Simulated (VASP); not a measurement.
Wanted: the native input for a VASP 6.6.1 run.

| Quantity | Value |
| --- | --- |
| Task | single point |
| Functional | PBE |
| Dispersion | D3(BJ) |
| Potentials or basis | VASP PAW PBE potentials, release 64 (O, H, S) |
| Cutoff | 520 eV |
| k mesh | 1 × 1 × 1 |
| Occupations | fermi-dirac, width 0.02 eV |
| Spin | no spin polarisation |
| Dipole correction | no |
| Further INCAR settings | ALGO = Normal; EDIFF = 1e-06; NBANDS = 55 |

The structure of H18SO8 lies in POSCAR:

```
H18SO8
1.0
    6.6943300000      0.0000000000      0.0000000000
    0.0000000000      6.6943300000      0.0000000000
    0.0000000000      0.0000000000      6.6943300000
O H S
8 18 1
Direct
    0.6339544062      0.7160985491      0.2045910494
    0.0244834061      0.9812781862      0.1677539052
    0.3465768792      0.7577606721      0.7244787753
    0.9187028426     -0.0395409249      0.7733260834
    0.6758405994      0.5273119192      0.5453570410
    0.4939105183      0.1217000058      0.7079722691
    0.4430316402      0.0780063128      0.2903352539
    0.8961613784      0.5633274727      0.9053631954
    0.5864365814      0.8562470031      0.2123289411
    0.6933330147      0.6935570849      0.0764228832
    0.1487228744      1.0379679520      0.2032765041
    0.0125479324      0.8462534712      0.2244735470
    0.2189912956      0.7563266227      0.6603797542
    0.4314098648      0.6721658478      0.6394067816
    0.7810938511     -0.0040631400      0.7489024294
    0.9580047593     -0.0177911755      0.9135641655
    0.6555697135      0.5869145979      0.4102426979
    0.6302796546      0.3878057998      0.5296123735
    0.3887170187      0.2090276398      0.7697260219
    0.4359211452     -0.0146691304      0.6961861755
    0.4669623398      0.1283324844      0.4269732744
    0.4476026727      0.1926854517      0.2061744790
    0.8262962836      0.4695167403      0.8148836403
    0.9052586293      0.6897329531      0.8296423989
    0.3153863045      0.5666586499      0.1100782304
    0.0666534216      0.3980383399      0.1478265936
    0.1984216494      0.5062941325      0.2622219102
```

These files were run (other wordings do the same):

INCAR

```
SYSTEM = H18SO8
ALGO = Normal
EDIFF = 1E-6
ENCUT = 520
GGA = PE
GGA_COMPAT = .FALSE.
ISIF = 2
ISMEAR = -1
IVDW = 12
LASPH = .TRUE.
LCHARG = .FALSE.
LREAL = .FALSE.
LWAVE = .FALSE.
NBANDS = 55
NELM = 120
PREC = Accurate
SIGMA = 0.02
```

KPOINTS

```
k-points
0
G
  1 1 1
  0 0 0
```

Potentials or basis: VASP PAW PBE potentials, release 64 (O, H, S).

Command:

```sh
$ cat potpaw_PBE.64/O/POTCAR potpaw_PBE.64/H/POTCAR potpaw_PBE.64/S/POTCAR > POTCAR
$ mpirun -np 1 vasp_gam > vasp.out
```

Results of the run:

```
Pressure                   : 0.4 GPa
Largest force              : 2.167 eV/Å
Dispersion energy per atom : -0.037 eV
```

Caveat: the k points lie up to 0.94 Å⁻¹ apart.

It took 20 s on 1 thread of Intel(R) Xeon(R) 6975P-C (Granite Rapids), with other jobs on the host, peak memory 0.33 GiB.
